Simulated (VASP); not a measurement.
# Au (P6_3/mmc) in VASP: further runs

The runs below take Au through single point, with PBEsol.

All numbers are computed with VASP 6.6.1; they aren't measurements. Logs are shortened: lines on timing, memory, paths and dates and some standing lists are left out, and cuts for length are marked.

### Step 1. The cell of the first run

Symmetry: P6_3/mmc, No. 194, hexagonal system. Conventional cell: a = 2.924 Å, b = 2.924 Å, c = 4.662 Å, α = 90.00°, β = 90.00°, γ = 120.00°. Au (site symmetry -6m2) has 12 Au at 2.88 to 2.92 Å within 3.8 Å.

This isn't the form of Au at room conditions, which is fcc.

### Step 2. Single point, PBEsol

Contents of INCAR:

```
PREC = Accurate
ENCUT = 520
EDIFF = 1E-7
ISMEAR = 0
SIGMA = 0.1
LREAL = F
LASPH = T
NELM = 60
ALGO = Fast
ISIF = 2
LWAVE = F
LCHARG = F
GGA = PS
NBANDS = 18
```

Contents of KPOINTS:

```
regular mesh
0
Gamma
  12 12 8
```

Contents of POSCAR:

```
Au
1.0
    2.9239890447      0.0000000000      0.0000000000
   -1.4619945224      2.5322487931      0.0000000000
    0.0000000000      0.0000000000      4.6616182451
Au
2
Direct
    0.3333333333      0.6666666667      0.7500000000
    0.6666666667      0.3333333333      0.2500000000
```

Potentials or basis: VASP PAW PBE potentials, release 64 (Au).

The run is started by

```console
> cat potpaw_PBE.64/Au/POTCAR > POTCAR
> mpirun -np 1 vasp_std > vasp.out
```

OUTCAR:

```text
PREC = Accurate
   ENCUT = 520
   EDIFF = 1E-7
   ISMEAR = 0
   LREAL = F
   LASPH = T
   NELM = 60
   ISIF = 2
   GGA = PS

 ion  position               nearest neighbor table
   1  0.333  0.667  0.750-   2 2.88   2 2.88   2 2.88   2 2.88   2 2.88   2 2.88
   2  0.667  0.333  0.250-   1 2.88   1 2.88   1 2.88   1 2.88   1 2.88   1 2.88

  LATTYP: Found a hexagonal cell.
 ALAT       =     2.9239890447
 C/A-ratio  =     1.5942666589

  Lattice vectors:

 A1 = (   2.9239890447,   0.0000000000,   0.0000000000)
 A2 = (  -1.4619945224,   2.5322487931,   0.0000000000)
 A3 = (   0.0000000000,   0.0000000000,   4.6616182451)

Analysis of symmetry for initial positions (statically):
=====================================================================
 Subroutine PRICEL returns:
 Original cell was already a primitive cell.

 Routine SETGRP: Setting up the symmetry group for a
 hexagonal supercell.

 Subroutine GETGRP returns: Found 24 space group operations
 (whereof 12 operations were pure point group operations)
 out of a pool of 24 trial point group operations.

The static configuration has the point symmetry D_3d.
 The point group associated with its full space group is D_6h.

Analysis of symmetry for dynamics (positions and initial velocities):
=====================================================================
 Subroutine PRICEL returns:
 Original cell was already a primitive cell.

 Routine SETGRP: Setting up the symmetry group for a
 hexagonal supercell.

 Subroutine GETGRP returns: Found 24 space group operations
 (whereof 12 operations were pure point group operations)
 out of a pool of 24 trial point group operations.

The dynamic configuration has the point symmetry D_3d.
 The point group associated with its full space group is D_6h.

 Subroutine INISYM returns: Found 24 space group operations
 (whereof 12 operations are pure point group operations),
 and found     1 'primitive' translations

----------------------------------------------------------------------------------------

                                     Primitive cell

  volume of cell :      34.5159

  direct lattice vectors                    reciprocal lattice vectors
     2.923989045  0.000000000  0.000000000     0.341998545  0.197452952  0.000000000
    -1.461994522  2.532248793  0.000000000     0.000000000  0.394905904  0.000000000
     0.000000000  0.000000000  4.661618245     0.000000000  0.000000000  0.214517781

  length of vectors
     2.923989045  2.923989045  4.661618245     0.394905904  0.394905904  0.214517781

  position of ions in fractional coordinates (direct lattice)
     0.333333333  0.666666667  0.750000000
     0.666666667  0.333333333  0.250000000

  ion indices of the primitive-cell ions
   primitive index   ion index
                 1           1
                 2           2

----------------------------------------------------------------------------------------

 KPOINTS: regular mesh

Automatic generation of k-mesh.
 Grid dimensions read from file:
 generate k-points for:   12   12    8

 Generating k-lattice:

  Cartesian coordinates                     Fractional coordinates (reciprocal lattice)
     0.028499879  0.016454413  0.000000000     0.083333333  0.000000000  0.000000000
     0.000000000  0.032908825  0.000000000     0.000000000  0.083333333  0.000000000
     0.000000000  0.000000000  0.026814723     0.000000000  0.000000000  0.125000000

  Length of vectors
     0.032908825  0.032908825  0.026814723

  Shift w.r.t. Gamma in fractional coordinates (k-lattice)
     0.000000000  0.000000000  0.000000000

 Subroutine IBZKPT returns following result:
 ===========================================

 Found     95 irreducible k-points:

 Following reciprocal coordinates:
            Coordinates               Weight
  0.000000  0.000000  0.000000      1.000000
  0.083333  0.000000  0.000000      6.000000
  0.166667  0.000000  0.000000      6.000000
  0.250000  0.000000  0.000000      6.000000
  0.333333  0.000000  0.000000      6.000000
  0.416667  0.000000  0.000000      6.000000
[... 16 lines left out ...]
  0.250000  0.000000  0.125000     12.000000
  0.333333  0.000000  0.125000     12.000000
 [... further k-points ...]
   k-points           NKPTS =     95   k-points in BZ     NKDIM =     95   number of bands    NBANDS=     18
   number of dos      NEDOS =    301   number of ions     NIONS =      2
   total plane-waves  NPLWV =  20736
   dimension x,y,z NGX =    24 NGY =   24 NGZ =   36
   dimension x,y,z NGXF=    48 NGYF=   48 NGZF=   72
   ions per type =               2
   NGX,Y,Z   is equivalent  to a cutoff of  13.65, 13.65, 12.84 a.u.
   NGXF,Y,Z  is equivalent  to a cutoff of  27.29, 27.29, 25.68 a.u.
 SYSTEM =  unknown system
   PREC   = accura    normal or accurate (medium, high low for compatibility)
   ISTART =      0    job   : 0-new  1-cont  2-samecut
   ICHARG =      2    charge: 1-file 2-atom 10-const
   ISPIN  =      1    spin polarized calculation?
   LNONCOLLINEAR =      F non collinear calculations
   LSORBIT =      F    spin-orbit coupling
   LASPH  =      T    aspherical Exc in radial PAW
   ENCUT  =  520.0 eV  38.22 Ry    6.18 a.u.   5.44  5.44  8.67*2*pi/ulx,y,z
   NELM   =     60;   NELMIN=  2; NELMDL= -5     # of ELM steps
   EDIFF  = 0.1E-06   stopping-criterion for ELM
   LREAL  =      F    real-space projection
   EDIFFG = 0.1E-05   stopping-criterion for IOM
   NSW    =      0    number of steps for IOM
   IBRION =     -1    ionic relax: 0-MD 1-quasi-New 2-CG
   NFREE  =      0    steps in history (QN), initial steepest desc. (CG)
   ISIF   =      2    stress and relaxation
   ISYM   =      2    0-nonsym 1-usesym 2-fastsym
   POTIM  = 0.5000    time-step for ionic-motion
   TEBEG  =    0.0;   TEEND  =   0.0 temperature during run
   PSTRESS=    0.0 pullay stress
   NELECT =      22.0000    total number of electrons
   NUPDOWN=      -1.0000    fix difference up-down
   EMIN   =  10.00;   EMAX   =-10.00  energy-range for DOS
   EFERMI =   0.00;   METHOD = LEGACY
   ISMEAR =     0;   SIGMA  =   0.10  broadening in eV -4-tet -1-fermi 0-gaus
   EFERMI_NEDOS =   21; number of points for ismear=-14 and -15
   IALGO  =     68    algorithm
   IMIX   =      4    mixing-type and parameters
     AMIX     =   0.40;   BMIX     =  1.00
     AMIX_MAG =   1.60;   BMIX_MAG =  1.00
  volume/ion in A,a.u.               =      17.26       116.46
  Fermi-wavevector in a.u.,A,eV,Ry     =   1.408887  2.662410 27.007050  1.984962
  Thomas-Fermi vector in A             =   2.530999
   LORBIT       =      0    0 simple, 1 ext, 2 COOP (PROOUT), +10 PAW based schemes
   GGA     = PS    functional components
   LHFCALC =     F    Hartree Fock is set to
   AEXX    =    0.0000 exact exchange contribution
   IVDW    =     0    specifies the selected vdW correction
   LEPSILON=     F    determine dielectric tensor
   LRPA    =     F    only Hartree local field effects (RPA)
 non-spin polarized calculation
 RMM-DIIS sequential band-by-band and
 Gauss-broadening in eV      SIGMA  =   0.10
  energy-cutoff  :      520.00
  volume of cell :       34.52
 maximum number of plane-waves:       954
 NGX is ok and might be reduce to    24
   NGX = 11   NGY = 11   NGZ = 17

 number of electron      21.9999995 magnetization

 Free energy of the ion-electron system (eV)
  ---------------------------------------------------
  ext. energy  EPLUGINS =         0.00000000
  ---------------------------------------------------
  free energy    TOTEN  =        -7.80744804 eV

  energy without entropy =       -7.80332971  energy(sigma->0) =       -7.80538888

 E-fermi :   8.9434     XC(G=0): -12.8087

 val. band max:        8.9160972257   @ k =   0.5000   0.0000   0.2500
 cond. band min:       8.9804288923   @ k =   0.1667   0.0833   0.2500
 fundamental gap:      0.0643316666
 Fermi energy:         8.9434022833

 k-point     1 :       0.0000    0.0000    0.0000
  band No.  band energies     occupation
      1      -0.7200      2.00000
      2       1.9093      2.00000
      3       4.5797      2.00000
      4       4.5797      2.00000
      5       4.5876      2.00000
      6       4.9535      2.00000
[... 10 lines left out ...]
     17      26.6239      0.00000
     18      26.6239      0.00000

 k-point     2 :       0.0833    0.0000    0.0000
  band No.  band energies     occupation
      1      -0.5128      2.00000
      2       2.0680      2.00000
      3       4.3204      2.00000
      4       4.7157      2.00000
      5       4.8213      2.00000
      6       4.9004      2.00000
[... 10 lines left out ...]
     17      25.7924      0.00000
     18      26.5920      0.00000

 k-point     3 :       0.1667    0.0000    0.0000
  band No.  band energies     occupation
      1       0.0787      2.00000
      2       2.4612      2.00000
      3       4.0546      2.00000
      4       4.6328      2.00000
      5       4.7050      2.00000
      6       4.9960      2.00000
[... 10 lines left out ...]
     17      25.9786      0.00000
     18      26.4067      0.00000

 k-point     4 :       0.2500    0.0000    0.0000
  band No.  band energies     occupation
      1       0.9376      2.00000
      2       2.7450      2.00000
      3       3.9151      2.00000
      4       4.0305      2.00000
      5       4.6057      2.00000
      6       4.7439      2.00000
[... 375 lines left out ...]
      4       4.4482      2.00000
      5       4.6298      2.00000
      6       4.8542      2.00000
[... 10 lines left out ...]
     17      25.4033      0.00000
     18      26.3358      0.00000

 k-point    23 :       0.2500    0.0000    0.1250
  band No.  band energies     occupation
      1       1.0374      2.00000
      2       2.7908      2.00000
      3       3.8539      2.00000
      4       4.0422      2.00000
      5       4.4800      2.00000
      6       4.7729      2.00000
[... 10 lines left out ...]
     17      25.0631      0.00000
     18      25.7148      0.00000

 k-point    24 :       0.3333    0.0000    0.1250
  band No.  band energies     occupation
      1       1.7883      2.00000
      2       2.6928      2.00000
      3       3.4003      2.00000
      4       4.1040      2.00000
      5       4.5878      2.00000
      6       4.7773      2.00000
[... 10 lines left out ...]
     17      23.5490      0.00000
     18      25.2727      0.00000

 [... further k-points ...]

------------------------ aborting loop because EDIFF is reached ----------------------------------------

  FORCE on cell =-STRESS in cart. coord.  units (eV):
  Direction    XX          YY          ZZ          XY          YZ          ZX
  --------------------------------------------------------------------------------------
  -------------------------------------------------------------------------------------
  Total       -0.6403873     -0.6403873     -0.0599411      0.0000000      0.0000000      0.0000000
  in kB      -29.7258650    -29.7258650     -2.7823796      0.0000000      0.0000000      0.0000000
  external PRESSURE =     -20.7447032 kB  Pullay stress =       0.0000000 kB

 VOLUME and BASIS-vectors are now :
 -----------------------------------------------------------------------------
  energy-cutoff  :      520.00
  volume of cell :       34.52
      direct lattice vectors                 reciprocal lattice vectors
     2.923989045  0.000000000  0.000000000     0.341998545  0.197452952  0.000000000
    -1.461994522  2.532248793  0.000000000     0.000000000  0.394905904  0.000000000
     0.000000000  0.000000000  4.661618245     0.000000000  0.000000000  0.214517781

 POSITION                                       TOTAL-FORCE (eV/Angst)
 -----------------------------------------------------------------------------------
     -0.00000      1.68817      3.49621         0.000000      0.000000      0.000000
      1.46199      0.84408      1.16540        -0.000000     -0.000000      0.000000
 -----------------------------------------------------------------------------------
    total drift:                                0.000000     -0.000000      0.000000

  FREE ENERGIE OF THE ION-ELECTRON SYSTEM (eV)
  ---------------------------------------------------
  free  energy   TOTEN  =        -7.8074480394 eV

  energy  without entropy=       -7.8033297116  energy(sigma->0) =       -7.80538888
```

It took 1.7 min on 1 thread of AMD EPYC 7R13, shared host; peak memory 0.16 GiB.

Results:

```
Free energy            : -7.8074 eV
Pressure               : -2.1 GPa
Band gap on the k mesh : zero (bands 11 and 12 overlap by 6.75 eV)
```

Stress tensor (GPa, compression positive):
```
-2.97  0.00  0.00
 0.00 -2.97  0.00
 0.00  0.00 -0.28
```

Levels at points of the mesh, in eV from the Fermi level:
```csv
k point,band 9,band 10,band 11,band 12,band 13,band 14
"(0.00, 0.00, 0.00)",-3.65,-2.03,-2.03,-0.66,3.39,14.38
"(0.50, 0.00, 0.00)",-1.67,-1.67,0.31,1.38,6.16,7.63
"(0.00, 0.00, 0.50)",-2.49,-2.49,-2.49,-2.49,11.79,11.79
"(0.50, 0.00, 0.50)",-1.76,-1.76,0.49,0.49,3.89,3.89
```

Caveat: the PAW data sets were made with another functional, which shifts forces and pressure a little; spin-orbit coupling is left out, which moves the levels of the heavy elements.

### Step 3. Single point, PBEsol, non-collinear spin, zero start, spin-orbit coupling

Contents of INCAR:

```
ALGO = Fast
EDIFF = 1E-6
ENCUT = 520
GGA = PS
GGA_COMPAT = False
ISIF = 2
ISMEAR = 0
LASPH = True
LCHARG = False
LMAXMIX = 4
LORBIT = 11
LORBMOM = True
LREAL = False
LSORBIT = True
LWAVE = False
MAGMOM = 0 0 0 0 0 0
NBANDS = 34
NELM = 150
PREC = Accurate
SIGMA = 0.1
```

Contents of KPOINTS:

```
k-points
0
Gamma
  12 12 8
```

POSCAR is that of step 2.

Potentials or basis: VASP PAW PBE potentials, release 64 (Au).

The run is started by

```console
> cat potpaw_PBE.64/Au/POTCAR > POTCAR
> mpirun -np 1 vasp_ncl > vasp.out
```

It took 5.1 min on 1 thread of AMD EPYC 7R13, shared host; peak memory 0.3 GiB.

The run converged. Its results:

```
Free energy                                           : -8.3930 eV
Pressure                                              : -3.3 GPa
Net moment                                            : 0.00 μB per cell
Valence electrons inside the program's atomic spheres : Au 9.62
```

Stress tensor (GPa, compression positive):
```
-4.18  0.00  0.00
 0.00 -4.18  0.00
 0.00  0.00 -1.57
```

Moments on the atoms (μB; x, y, z):
```
Au  0.00 0.00 0.00
Au  0.00 0.00 0.00
```

Caveat: the cell stands under tension; the PAW data sets were made with another functional, which shifts forces and pressure a little.
